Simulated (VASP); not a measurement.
Input of a VASP 6.6.1 run:

Contents of INCAR:

```
SYSTEM = V
PREC = Accurate
ENCUT = 520
EDIFF = 1E-6
ISMEAR = -1
SIGMA = 0.1
LREAL = .False.
LASPH = .True.
NELM = 100
ALGO = Normal
ISIF = 2
LWAVE = .False.
LCHARG = .False.
GGA = PE
NBANDS = 20
```

The input KPOINTS:

```
regular mesh
0
Gamma
  16 16 8
  0 0 0
```

The input POSCAR:

```
V
1.0
    2.7146226078      0.0000000000      0.0000000000
   -1.3573113039      2.3509321400      0.0000000000
    0.0000000000      0.0000000000      4.8663233465
V
2
Direct
    0.3333333333      0.6666666667      0.2500000000
    0.6666666667      0.3333333333      0.7500000000
```

Potentials or basis: VASP PAW PBE potentials, release 64 (V_sv).

The run is started by

```console
$ cat potpaw_PBE.64/V_sv/POTCAR > POTCAR
$ mpirun -np 1 vasp_std > vasp.out
```

(1) Estimate the band gap on the k mesh.

(2) What does it give for the pressure?

## Answers

(1) zero (band 13 reaches 9.68 eV, above the bottom of band 14 at 7.78 eV).

(2) -15.4 GPa.
